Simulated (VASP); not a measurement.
MgS: phonons with r2SCAN

Crystal: MgS.

```
Mg S
1.0
     2.48176    2.48176    0.00000
    -2.48176    2.48176    0.00000
     0.00000    2.48176    2.48176
Mg S
1 1
Direct
  0.00000 0.00000 0.00000
  0.50000 0.50000 0.00000
```

```json
{"Program": "VASP 6.6.1", "Task": "phonons", "Functional": "r2SCAN", "Potentials or basis": "VASP PAW PBE potentials, release 64 (Mg, S)", "Cutoff": "520 eV", "k mesh": "8 × 8 × 8", "Occupations": "gaussian, width 0.01 eV", "Spin": "no spin polarisation", "Dipole correction": "no", "Further INCAR settings": "ALGO = Normal; EDIFF = 1e-08; NBANDS = 11; IBRION = 6; POTIM = 0.015; NSW = 1"}
```

```json
{"Highest phonon frequency at Γ, LO-TO splitting left out": "336 cm⁻¹"}
```

Phonon frequencies in cm⁻¹ (negative: imaginary):
```csv
q point,frequencies
"(0.000, 0.000, 0.000)",-2 -2 -2 336 336 336
```

Wall time 5.5 min on 1 thread of Intel(R) Xeon(R) Platinum 8259CL CPU @ 2.50GHz (Skylake/Cascade Lake), on a shared host, peak memory 0.19 GiB.

Caveat: the cell stands under pressure or tension, which shifts response properties.
